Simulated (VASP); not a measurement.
# PtSe2 (P-1) in VASP: a series of runs

Runs on PtSe2. Level: PBE. Tasks: single point.

All numbers are computed with VASP 6.6.1; they aren't measurements. Logs are shortened: lines on timing, memory, paths and dates and some standing lists are left out, and cuts for length are marked.

## (1) The cell of the first run

The typed cell holds 3 atoms: a = 3.724 Å, b = 3.724 Å, c = 5.063 Å, α = 90.86°, β = 88.28°, γ = 120.00°.

## (2) Single point, PBE (strain +0.0300 x Voigt [0, 0, 0, 0, 1, 0])

The input, INCAR:

```
SYSTEM = PtSe2
PREC = Accurate
ENCUT = 520
EDIFF = 1E-6
ISMEAR = 0
SIGMA = 0.15
LREAL = .FALSE.
LASPH = .TRUE.
NELM = 80
ALGO = Normal
ISIF = 2
LWAVE = .FALSE.
LCHARG = .FALSE.
GGA = PE
NBANDS = 18
```

The input, KPOINTS:

```
Automatic mesh
0
G
  12 12 10
  0 0 0
```

The input, POSCAR:

```
PtSe2
1.0
    3.7240006046      0.0000000000      0.0558600091
   -1.8620003023      3.2250791273     -0.0279300045
    0.0759300000      0.0000000000      5.0620000000
Pt Se
1 2
Direct
    0.0000000000      0.0000000000      0.0000000000
    0.3333333333      0.6666666667      0.2500000000
    0.6666666667      0.3333333333      0.7500000000
```

Potentials or basis: VASP PAW PBE potentials, release 64 (Pt, Se).

Command:

```console
cat potpaw_PBE.64/Pt/POTCAR potpaw_PBE.64/Se/POTCAR > POTCAR
mpirun -np 1 vasp_std > vasp.out
```

OUTCAR:

```text
SYSTEM = PtSe2
   PREC = Accurate
   ENCUT = 520
   EDIFF = 1E-6
   ISMEAR = 0
   LREAL = .FALSE.
   LASPH = .TRUE.
   NELM = 80
   ISIF = 2
   GGA = PE

 ion  position               nearest neighbor table
   1  0.000  0.000  0.000-   3 2.47   2 2.47   3 2.49   2 2.49   2 2.52   3 2.52
   2  0.333  0.667  0.250-   1 2.47   1 2.49   1 2.52
   3  0.667  0.333  0.750-   1 2.47   1 2.49   1 2.52

  LATTYP: Found a base centered monoclinic cell.
 ALAT       =     3.7244195311
 B/A-ratio  =     1.7318559847
 C/A-ratio  =     1.3592908642
 COS(beta)  =    -0.0299932515

  Lattice vectors:

 A1 = (  -1.8620003023,   3.2250791273,  -0.0279300045)
 A2 = (  -1.8620003023,  -3.2250791273,  -0.0279300046)
 A3 = (   0.0759300000,   0.0000000000,   5.0620000000)

Analysis of symmetry for initial positions (statically):
=====================================================================
 Subroutine PRICEL returns:
 Original cell was already a primitive cell.

 Routine SETGRP: Setting up the symmetry group for a
 base centered monoclinic supercell.

 Subroutine GETGRP returns: Found  2 space group operations
 (whereof  2 operations were pure point group operations)
 out of a pool of  4 trial point group operations.

The static configuration has the point symmetry S_2 .

Analysis of symmetry for dynamics (positions and initial velocities):
=====================================================================
 Subroutine PRICEL returns:
 Original cell was already a primitive cell.

 Routine SETGRP: Setting up the symmetry group for a
 base centered monoclinic supercell.

 Subroutine GETGRP returns: Found  2 space group operations
 (whereof  2 operations were pure point group operations)
 out of a pool of  4 trial point group operations.

The dynamic configuration has the point symmetry S_2 .

 Subroutine INISYM returns: Found  2 space group operations
 (whereof  2 operations are pure point group operations),
 and found     1 'primitive' translations

----------------------------------------------------------------------------------------

                                     Primitive cell

  volume of cell :      60.7819

  direct lattice vectors                    reciprocal lattice vectors
     3.724000605  0.000000000  0.055860009     0.268588853  0.155034956 -0.004028833
    -1.862000302  3.225079127 -0.027930005     0.000000000  0.310069912  0.000000000
     0.075930000  0.000000000  5.062000000    -0.002963923 -0.000000000  0.197594834

[... 85 lines left out ...]
   EDIFF  = 0.1E-05   stopping-criterion for ELM
   LREAL  =      F    real-space projection
   EDIFFG = 0.1E-04   stopping-criterion for IOM
   NSW    =      0    number of steps for IOM
   IBRION =     -1    ionic relax: 0-MD 1-quasi-New 2-CG
   NFREE  =      0    steps in history (QN), initial steepest desc. (CG)
   ISIF   =      2    stress and relaxation
   ISYM   =      2    0-nonsym 1-usesym 2-fastsym
   POTIM  = 0.5000    time-step for ionic-motion
   TEBEG  =    0.0;   TEEND  =   0.0 temperature during run
   PSTRESS=    0.0 pullay stress
   NELECT =      22.0000    total number of electrons
   NUPDOWN=      -1.0000    fix difference up-down
   EMIN   =  10.00;   EMAX   =-10.00  energy-range for DOS
   EFERMI =   0.00;   METHOD = LEGACY
   ISMEAR =     0;   SIGMA  =   0.15  broadening in eV -4-tet -1-fermi 0-gaus
   EFERMI_NEDOS =   21; number of points for ismear=-14 and -15
   IALGO  =     38    algorithm
   IMIX   =      4    mixing-type and parameters
     AMIX     =   0.40;   BMIX     =  1.00
     AMIX_MAG =   1.60;   BMIX_MAG =  1.00
  volume/ion in A,a.u.               =      20.26       136.73
  Fermi-wavevector in a.u.,A,eV,Ry     =   1.166696  2.204735 18.519958  1.361179
  Thomas-Fermi vector in A             =   2.303205
   LORBIT       =      0    0 simple, 1 ext, 2 COOP (PROOUT), +10 PAW based schemes
   GGA     = PE    functional components
   LHFCALC =     F    Hartree Fock is set to
   AEXX    =    0.0000 exact exchange contribution
   IVDW    =     0    specifies the selected vdW correction
   LEPSILON=     F    determine dielectric tensor
   LRPA    =     F    only Hartree local field effects (RPA)
 non-spin polarized calculation
 Gauss-broadening in eV      SIGMA  =   0.15
  energy-cutoff  :      520.00
  volume of cell :       60.78
 maximum number of plane-waves:      1656
   NGX = 13   NGY = 13   NGZ = 19

 number of electron      21.9999998 magnetization

 Free energy of the ion-electron system (eV)
  ---------------------------------------------------
  ext. energy  EPLUGINS =         0.00000000
  ---------------------------------------------------
  free energy    TOTEN  =       -14.17335860 eV

  energy without entropy =      -14.16653070  energy(sigma->0) =      -14.16994465

 E-fermi :   6.5420     XC(G=0): -10.6342

 val. band max:        6.5399494739   @ k =  -0.4167  -0.3333   0.1000
 cond. band min:       6.5483702957   @ k =   0.2500   0.3333   0.1000
 fundamental gap:      0.0084208218
 Fermi energy:         6.5420497067

 k-point     1 :       0.0000    0.0000    0.0000
  band No.  band energies     occupation
      1      -9.1833      2.00000
      2      -6.3528      2.00000
      3      -0.6734      2.00000
      4      -0.0028      2.00000
      5       0.0942      2.00000
      6       2.4884      2.00000
[... 481 lines left out ...]
      5       1.2047      2.00000
      6       1.9204      2.00000
[... 10 lines left out ...]
     17      14.8703      0.00000
     18      16.9080      0.00000

 [... further k-points ...]

------------------------ aborting loop because EDIFF is reached ----------------------------------------

  FORCE on cell =-STRESS in cart. coord.  units (eV):
  Direction    XX          YY          ZZ          XY          YZ          ZX
  --------------------------------------------------------------------------------------
  -------------------------------------------------------------------------------------
  Total        3.1182616      3.0540048      2.3080260      0.6067933     -0.0403153     -1.0194927
  in kB       82.1956046     80.5018329     60.8382543     15.9947276     -1.0626887    -26.8732492
  external PRESSURE =      74.5118973 kB  Pullay stress =       0.0000000 kB

 VOLUME and BASIS-vectors are now :
 -----------------------------------------------------------------------------
  energy-cutoff  :      520.00
  volume of cell :       60.78
      direct lattice vectors                 reciprocal lattice vectors
     3.724000605  0.000000000  0.055860009     0.268588853  0.155034956 -0.004028833
    -1.862000302  3.225079127 -0.027930005     0.000000000  0.310069912  0.000000000
     0.075930000  0.000000000  5.062000000    -0.002963923 -0.000000000  0.197594834

 POSITION                                       TOTAL-FORCE (eV/Angst)
 -----------------------------------------------------------------------------------
      0.00000      0.00000      0.00000         0.000000      0.000000      0.000000
      0.01898      2.15005      1.26550        -0.323456     -0.012730      0.590554
      1.91895      1.07503      3.82443         0.323456      0.012730     -0.590554
 -----------------------------------------------------------------------------------
    total drift:                               -0.000000     -0.000000     -0.000000

  FREE ENERGIE OF THE ION-ELECTRON SYSTEM (eV)
  ---------------------------------------------------
  free  energy   TOTEN  =       -14.1733586001 eV

  energy  without entropy=      -14.1665306991  energy(sigma->0) =      -14.16994465
```

Run time: 4.5 min. Hardware: 1 thread of AMD EPYC 9R45 (Zen 5), shared host; peak memory 0.79 GiB.

What came out:

| Property | Result |
| --- | --- |
| Free energy | -14.1734 eV |
| Pressure | 7.5 GPa |
| Largest force | 0.673 eV/Å |
| Band gap on the k mesh | zero (bands 11 and 12 overlap by 0.45 eV) |

Forces in eV/Å, atoms in the order of the input:
```
Pt   0.000  0.000  0.000
Se  -0.323 -0.013  0.591
Se   0.323  0.013 -0.591
```

Stress tensor (GPa, compression positive):
```
 8.22  1.60 -2.69
 1.60  8.05 -0.11
-2.69 -0.11  6.08
```

Levels at points of the mesh, in eV from the Fermi level:
| k point | band 7 | band 8 | band 9 | band 10 | band 11 | band 12 | band 13 | band 14 | band 15 | band 16 |
| --- | --- | --- | --- | --- | --- | --- | --- | --- | --- | --- |
| (0.00, 0.00, 0.00) | -4.02 | -2.59 | -1.12 | -1.04 | 0.41 | 1.42 | 1.50 | 3.61 | 4.22 | 7.21 |
| (0.50, 0.00, 0.00) | -3.82 | -3.55 | -3.54 | -3.49 | -3.01 | 0.74 | 2.26 | 4.78 | 5.82 | 7.08 |
| (0.50, 0.50, 0.00) | -3.65 | -3.53 | -3.51 | -3.38 | -2.96 | 0.59 | 2.45 | 4.79 | 5.81 | 7.14 |
| (0.00, 0.50, 0.00) | -3.78 | -3.54 | -3.50 | -3.43 | -2.98 | 0.67 | 2.34 | 4.80 | 5.76 | 7.12 |
| (0.00, 0.00, 0.50) | -4.05 | -2.96 | -1.72 | -1.61 | -1.41 | 2.16 | 2.45 | 4.79 | 6.33 | 6.68 |
| (0.50, 0.00, 0.50) | -3.60 | -3.55 | -3.25 | -2.87 | -1.51 | 0.94 | 1.56 | 4.67 | 4.76 | 7.39 |
| (0.50, 0.50, 0.50) | -3.53 | -3.50 | -3.22 | -2.86 | -1.26 | 1.04 | 1.48 | 4.48 | 4.80 | 6.96 |
| (0.00, 0.50, 0.50) | -3.57 | -3.52 | -3.23 | -2.86 | -1.38 | 0.98 | 1.53 | 4.58 | 4.77 | 7.17 |

Caveat: the cell differs from its parent crystal (strain +0.0300 x Voigt [0, 0, 0, 0, 1, 0]); the cell stands under pressure; spin-orbit coupling is left out, which moves the levels of the heavy elements.

(Part 1 of 2 ends here.)
